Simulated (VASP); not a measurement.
Here is a VASP 6.6.1 calculation.

INCAR

```
ALGO = Normal
EDIFF = 1E-6
ENCUT = 520
GGA = PS
ISIF = 2
ISMEAR = 0
LASPH = T
LCHARG = T
LELF = T
LREAL = F
LVHAR = T
LWAVE = F
NBANDS = 14
NELM = 80
PREC = Accurate
SIGMA = 0.1
```

The input KPOINTS:

```
k-points
0
Gamma
  14 14 14
```

File POSCAR:

```
AlCu
1.0
    2.9261430442      0.0000000000      0.0000000000
    0.0000000000      2.9261430442      0.0000000000
    0.0000000000      0.0000000000      2.9261430442
Al Cu
1 1
Direct
    0.0000000000      0.0000000000      0.0000000000
    0.5000000000      0.5000000000      0.5000000000
```

Potentials or basis: VASP PAW PBE potentials, release 64 (Al, Cu).

Run with:

```console
$ cat potpaw_PBE.64/Al/POTCAR potpaw_PBE.64/Cu/POTCAR > POTCAR
$ mpirun -np 1 vasp_std > vasp.out
```

Problem. What does it give for the band gap on the k mesh?

Solution. Zero (band 7 reaches 13.90 eV, above the bottom of band 8 at 9.02 eV).

Problem. Estimate the pressure.

Solution. 4.9 GPa.

Caveat: the PAW data sets were made with another functional, which shifts forces and pressure a little.
